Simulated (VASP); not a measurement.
# Si in VASP: further runs

The runs below take Si through single point, with PBE.

All numbers are computed with VASP 6.6.1; they aren't measurements. Logs are shortened: lines on timing, memory, paths and dates and some standing lists are left out, and cuts for length are marked.

## (1) The cell of the first run

It takes space group Cmmm (No. 65, orthorhombic). Conventional cell: a = 2.661 Å, b = 4.501 Å, c = 2.499 Å, α = 90.00°, β = 90.00°, γ = 90.00°. Si (site symmetry mmm) has 8 Si at 2.50 to 2.66 Å within 3.3 Å.

## (2) Single point, PBE

File INCAR:

```
SYSTEM = Si
PREC = Accurate
ENCUT = 520
EDIFF = 1E-6
ISMEAR = 0
SIGMA = 0.1
LREAL = .FALSE.
LASPH = .TRUE.
NELM = 60
ALGO = Normal
ISIF = 2
LWAVE = .FALSE.
LCHARG = .FALSE.
GGA = PE
NBANDS = 8
```

File KPOINTS:

```
regular mesh
0
G
  8 8 6
  0 0 0
```

File POSCAR:

```
Si
1.0
    1.3306411698     -2.2506428131      0.0000000000
    1.3306411698      2.2506428131      0.0000000000
    0.0000000000      0.0000000000      2.4987454142
Si
1
Direct
    0.0000000000      0.0000000000      0.5000000000
```

Potentials or basis: VASP PAW PBE potentials, release 64 (Si).

Run with:

```sh
$ cat potpaw_PBE.64/Si/POTCAR > POTCAR
$ mpirun -np 1 vasp_std > vasp.out
```

OUTCAR:

```text
SYSTEM = Si
   PREC = Accurate
   ENCUT = 520
   EDIFF = 1E-6
   ISMEAR = 0
   LREAL = .FALSE.
   LASPH = .TRUE.
   NELM = 60
   ISIF = 2
   GGA = PE

 ion  position               nearest neighbor table
   1  0.000  0.000  0.500-

  LATTYP: Found a base centered orthorhombic cell.
 ALAT       =     2.6612823396
 B/A-ratio  =     1.6913972483
 C/A-ratio  =     0.9389253357

  Lattice vectors:

 A1 = (   1.3306411698,  -2.2506428131,   0.0000000000)
 A2 = (   1.3306411698,   2.2506428131,   0.0000000000)
 A3 = (   0.0000000000,   0.0000000000,   2.4987454142)

Analysis of symmetry for initial positions (statically):
=====================================================================
 Subroutine PRICEL returns:
 Original cell was already a primitive cell.

 Routine SETGRP: Setting up the symmetry group for a
 base centered orthorhombic supercell.

 Subroutine GETGRP returns: Found  8 space group operations
 (whereof  8 operations were pure point group operations)
 out of a pool of  8 trial point group operations.

The static configuration has the point symmetry D_2h.

Analysis of symmetry for dynamics (positions and initial velocities):
=====================================================================
 Subroutine PRICEL returns:
 Original cell was already a primitive cell.

 Routine SETGRP: Setting up the symmetry group for a
 base centered orthorhombic supercell.

 Subroutine GETGRP returns: Found  8 space group operations
 (whereof  8 operations were pure point group operations)
 out of a pool of  8 trial point group operations.

The dynamic configuration has the point symmetry D_2h.

 Subroutine INISYM returns: Found  8 space group operations
 (whereof  8 operations are pure point group operations),
 and found     1 'primitive' translations

----------------------------------------------------------------------------------------

                                     Primitive cell

  volume of cell :      14.9665

  direct lattice vectors                    reciprocal lattice vectors
     1.330641170 -2.250642813  0.000000000     0.375758703 -0.222158753  0.000000000
     1.330641170  2.250642813  0.000000000     0.375758703  0.222158753  0.000000000
     0.000000000  0.000000000  2.498745414     0.000000000  0.000000000  0.400200835

  length of vectors
     2.614574343  2.614574343  2.498745414     0.436519317  0.436519317  0.400200835

  position of ions in fractional coordinates (direct lattice)
     0.000000000  0.000000000  0.500000000

  ion indices of the primitive-cell ions
   primitive index   ion index
                 1           1

----------------------------------------------------------------------------------------

 KPOINTS: regular mesh

Automatic generation of k-mesh.
 Grid dimensions read from file:
 generate k-points for:    8    8    6

 Generating k-lattice:

  Cartesian coordinates                     Fractional coordinates (reciprocal lattice)
     0.046969838 -0.027769844  0.000000000     0.125000000 -0.000000000  0.000000000
     0.046969838  0.027769844  0.000000000    -0.000000000  0.125000000  0.000000000
     0.000000000  0.000000000  0.066700139     0.000000000  0.000000000  0.166666667

  Length of vectors
     0.054564915  0.054564915  0.066700139

  Shift w.r.t. Gamma in fractional coordinates (k-lattice)
     0.000000000  0.000000000  0.000000000

 Subroutine IBZKPT returns following result:
 ===========================================

 Found     84 irreducible k-points:

 Following reciprocal coordinates:
            Coordinates               Weight
  0.000000  0.000000  0.000000      1.000000
  0.125000  0.000000  0.000000      4.000000
  0.250000  0.000000  0.000000      4.000000
  0.375000  0.000000  0.000000      4.000000
  0.500000  0.000000  0.000000      2.000000
  0.125000  0.125000  0.000000      2.000000
[... 16 lines left out ...]
  0.125000  0.000000  0.166667      8.000000
  0.250000  0.000000  0.166667      8.000000
 [... further k-points ...]
   k-points           NKPTS =     84   k-points in BZ     NKDIM =     84   number of bands    NBANDS=      8
   number of dos      NEDOS =    301   number of ions     NIONS =      1
   total plane-waves  NPLWV =   8000
   dimension x,y,z NGX =    20 NGY =   20 NGZ =   20
   dimension x,y,z NGXF=    40 NGYF=   40 NGZF=   40
   ions per type =               1
   NGX,Y,Z   is equivalent  to a cutoff of  12.72, 12.72, 13.31 a.u.
   NGXF,Y,Z  is equivalent  to a cutoff of  25.43, 25.43, 26.61 a.u.
 SYSTEM =  Si
   PREC   = accura    normal or accurate (medium, high low for compatibility)
   ISTART =      0    job   : 0-new  1-cont  2-samecut
   ICHARG =      2    charge: 1-file 2-atom 10-const
   ISPIN  =      1    spin polarized calculation?
   LNONCOLLINEAR =      F non collinear calculations
   LSORBIT =      F    spin-orbit coupling
   LASPH  =      T    aspherical Exc in radial PAW
   ENCUT  =  520.0 eV  38.22 Ry    6.18 a.u.   4.86  4.86  4.65*2*pi/ulx,y,z
   NELM   =     60;   NELMIN=  2; NELMDL= -5     # of ELM steps
   EDIFF  = 0.1E-05   stopping-criterion for ELM
   LREAL  =      F    real-space projection
   EDIFFG = 0.1E-04   stopping-criterion for IOM
   NSW    =      0    number of steps for IOM
   IBRION =     -1    ionic relax: 0-MD 1-quasi-New 2-CG
   NFREE  =      0    steps in history (QN), initial steepest desc. (CG)
   ISIF   =      2    stress and relaxation
   ISYM   =      2    0-nonsym 1-usesym 2-fastsym
   POTIM  = 0.5000    time-step for ionic-motion
   TEBEG  =    0.0;   TEEND  =   0.0 temperature during run
   PSTRESS=    0.0 pullay stress
   NELECT =       4.0000    total number of electrons
   NUPDOWN=      -1.0000    fix difference up-down
   EMIN   =  10.00;   EMAX   =-10.00  energy-range for DOS
   EFERMI =   0.00;   METHOD = LEGACY
   ISMEAR =     0;   SIGMA  =   0.10  broadening in eV -4-tet -1-fermi 0-gaus
   EFERMI_NEDOS =   21; number of points for ismear=-14 and -15
   IALGO  =     38    algorithm
   IMIX   =      4    mixing-type and parameters
     AMIX     =   0.40;   BMIX     =  1.00
     AMIX_MAG =   1.60;   BMIX_MAG =  1.00
  volume/ion in A,a.u.               =      14.97       101.00
  Fermi-wavevector in a.u.,A,eV,Ry     =   1.054520  1.992755 15.129859  1.112013
  Thomas-Fermi vector in A             =   2.189684
   LORBIT       =      0    0 simple, 1 ext, 2 COOP (PROOUT), +10 PAW based schemes
   GGA     = PE    functional components
   LHFCALC =     F    Hartree Fock is set to
   AEXX    =    0.0000 exact exchange contribution
   IVDW    =     0    specifies the selected vdW correction
   LEPSILON=     F    determine dielectric tensor
   LRPA    =     F    only Hartree local field effects (RPA)
 non-spin polarized calculation
 Gauss-broadening in eV      SIGMA  =   0.10
  energy-cutoff  :      520.00
  volume of cell :       14.97
 maximum number of plane-waves:       415
   NGX =  9   NGY =  9   NGZ =  9

 number of electron       4.0000000 magnetization

 Free energy of the ion-electron system (eV)
  ---------------------------------------------------
  ext. energy  EPLUGINS =         0.00000000
  ---------------------------------------------------
  free energy    TOTEN  =        -5.17818103 eV

  energy without entropy =       -5.17590410  energy(sigma->0) =       -5.17704257

 E-fermi :   9.1522     XC(G=0): -10.9862

 val. band max:        9.1190344071   @ k =   0.3750   0.2500   0.3333
 cond. band min:       9.1909525868   @ k =  -0.3750   0.2500   0.1667
 fundamental gap:      0.0719181797
 Fermi energy:         9.1521794917

 k-point     1 :       0.0000    0.0000    0.0000
  band No.  band energies     occupation
      1      -4.5314      2.00000
      2      16.8202      0.00000
      3      17.0126      0.00000
      4      19.5227      0.00000
      5      20.0005      0.00000
      6      21.3357      0.00000
      7      22.1434      0.00000
      8      27.1255      0.00000

 k-point     2 :       0.1250    0.0000    0.0000
  band No.  band energies     occupation
      1      -4.1011      2.00000
      2      14.8598      0.00000
      3      17.3744      0.00000
      4      17.8957      0.00000
      5      18.2168      0.00000
      6      21.8129      0.00000
      7      24.4275      0.00000
      8      29.7810      0.00000

 k-point     3 :       0.2500    0.0000    0.0000
  band No.  band energies     occupation
      1      -2.8173      2.00000
      2      10.3175      0.00000
      3      16.2946      0.00000
      4      17.2001      0.00000
      5      18.4494      0.00000
      6      22.3639      0.00000
      7      28.3733      0.00000
      8      29.9629      0.00000

 k-point     4 :       0.3750    0.0000    0.0000
  band No.  band energies     occupation
      1      -0.7052      2.00000
      2       5.9865      2.00000
      3      15.2280      0.00000
      4      16.4542      0.00000
      5      20.1732      0.00000
      6      24.1005      0.00000
      7      26.4230      0.00000
      8      30.2861      0.00000

 k-point     5 :       0.5000    0.0000    0.0000
  band No.  band energies     occupation
      1       1.8054      2.00000
      2       2.7175      2.00000
      3      14.8693      0.00000
      4      16.1615      0.00000
      5      21.7419      0.00000
      6      24.2139      0.00000
      7      26.0732      0.00000
      8      27.8804      0.00000
[... 177 lines left out ...]
 k-point    22 :       0.0000    0.0000    0.1667
  band No.  band energies     occupation
      1      -3.9018      2.00000
      2      10.9334      0.00000
      3      20.0157      0.00000
      4      20.4910      0.00000
      5      21.8268      0.00000
      6      22.4992      0.00000
      7      22.8055      0.00000
      8      27.7372      0.00000

 k-point    23 :       0.1250    0.0000    0.1667
  band No.  band energies     occupation
      1      -3.4726      2.00000
      2      11.2117      0.00000
      3      16.2876      0.00000
      4      18.5937      0.00000
      5      21.0252      0.00000
      6      24.6206      0.00000
      7      25.0073      0.00000
      8      29.1946      0.00000

 k-point    24 :       0.2500    0.0000    0.1667
  band No.  band energies     occupation
      1      -2.1922      2.00000
      2      10.5202      0.00000
      3      13.1335      0.00000
      4      16.8362      0.00000
      5      19.3547      0.00000
      6      25.7028      0.00000
      7      26.8841      0.00000
      8      28.7827      0.00000

 [... further k-points ...]
[... 5 lines left out ...]
  --------------------------------------------------------------------------------------
  -------------------------------------------------------------------------------------
  Total        0.4748158      0.2032738     -0.4744015      0.0000000      0.0000000      0.0000000
  in kB       50.8295472     21.7606765    -50.7851882      0.0000000      0.0000000      0.0000000
  external PRESSURE =       7.2683452 kB  Pullay stress =       0.0000000 kB

 VOLUME and BASIS-vectors are now :
 -----------------------------------------------------------------------------
  energy-cutoff  :      520.00
  volume of cell :       14.97
      direct lattice vectors                 reciprocal lattice vectors
     1.330641170 -2.250642813  0.000000000     0.375758703 -0.222158753  0.000000000
     1.330641170  2.250642813  0.000000000     0.375758703  0.222158753  0.000000000
     0.000000000  0.000000000  2.498745414     0.000000000  0.000000000  0.400200835

 POSITION                                       TOTAL-FORCE (eV/Angst)
 -----------------------------------------------------------------------------------
      0.00000      0.00000      1.24937         0.000000      0.000000      0.000000
 -----------------------------------------------------------------------------------
    total drift:                               -0.000000      0.000000      0.000000

  FREE ENERGIE OF THE ION-ELECTRON SYSTEM (eV)
  ---------------------------------------------------
  free  energy   TOTEN  =        -5.1781810335 eV

  energy  without entropy=       -5.1759040990  energy(sigma->0) =       -5.17704257
```

It took 4 s on 1 thread of Intel Xeon Platinum 8559C (Emerald Rapids), shared host; peak memory 0.11 GiB.

Results:

```yaml
Free_energy: -5.1782 eV
Pressure: 0.7 GPa
Band_gap_on_the_k_mesh: zero (bands 2 and 3 overlap by 10.04 eV)
```

Caveat: the k points lie up to 0.42 Å⁻¹ apart, too coarse for converged energies and pressures of a metal.

## (3) Single point, PBE

This run uses another cell than the first one: it holds 8 atoms, not 1.

File INCAR:

```
SYSTEM = Si
  ALGO = Normal
  EDIFF = 1E-7
  ENCUT = 520
  GGA = PE
  ISIF = 2
  ISMEAR = 0
  LASPH = .True.
  LCHARG = .True.
  LELF = .True.
  LREAL = .False.
  LVHAR = .True.
  LWAVE = .False.
  NBANDS = 26
  NELM = 100
  PREC = Accurate
  SIGMA = 0.2
```

File KPOINTS:

```
k-points
0
Gamma
  4 4 4
  0 0 0
```

File POSCAR:

```
Si
1.0
    0.0004889612     -0.0008279164      4.5012855235
    5.3225643425      0.0002299587     -0.0018796866
   -0.0001739041      4.9974904307     -0.0019860753
Si
8
Direct
   -0.0000580239      0.3749236740      0.2499683011
    0.5000412830      0.1251618280      0.2500458747
    0.0000204034      0.3754001966      0.7500438561
    0.4999363847      0.1245088072      0.7499586342
   -0.0000255948      0.8749759567      0.2499641338
    0.5000727901      0.6249747800      0.2500143759
    0.0000476990      0.8753824219      0.7500377099
    0.4999650586      0.6246723356      0.7499671143
```

Potentials or basis: VASP PAW PBE potentials, release 64 (Si).

Run with:

```sh
$ cat potpaw_PBE.64/Si/POTCAR > POTCAR
$ mpirun -np 1 vasp_std > vasp.out
```

Wall time 68 s (1 thread of Intel Xeon Platinum 8559C (Emerald Rapids), shared host); peak memory 0.25 GiB.

The run converged. Its results:

```
Free energy            : -41.0596 eV
Pressure               : -0.1 GPa
Largest force          : 0.006 eV/Å
Band gap on the k mesh : zero (bands 16 and 17 overlap by 2.50 eV)
```

Forces on the atoms (eV/Å):
```
Si  -0.002  0.002  0.002
Si   0.000 -0.002 -0.001
Si  -0.002 -0.002 -0.001
Si   0.004  0.002  0.002
Si  -0.004  0.002  0.001
Si   0.005 -0.001 -0.002
Si  -0.002 -0.002 -0.002
Si   0.000  0.001  0.001
```

Levels at points of the mesh, in eV from the Fermi level:
```tsv
k point	band 13	band 14	band 15	band 16	band 17	band 18	band 19	band 20
(0.00, 0.00, 0.00)	-2.31	-2.31	-1.84	-1.73	-1.73	-1.72	1.65	1.79
(0.50, 0.00, 0.00)	-2.14	-2.14	-2.11	-2.10	1.36	1.36	1.52	1.52
(0.00, 0.50, 0.00)	-1.73	-1.72	-1.10	-1.10	-0.65	-0.65	1.95	1.95
(0.50, 0.50, 0.00)	-1.14	-1.14	-1.13	-1.13	2.67	2.68	2.68	2.68
(0.00, 0.00, 0.50)	-1.20	-1.20	-1.20	-1.20	-0.51	-0.49	-0.49	-0.48
(0.50, 0.00, 0.50)	0.04	0.05	0.05	0.06	3.37	3.37	3.38	3.39
(0.00, 0.50, 0.50)	-1.41	-1.41	-1.41	-1.41	-0.24	-0.24	-0.24	-0.24
(0.50, 0.50, 0.50)	-0.31	-0.31	-0.31	-0.31	2.06	2.06	2.07	2.07
```

[end of part 1 of 2]
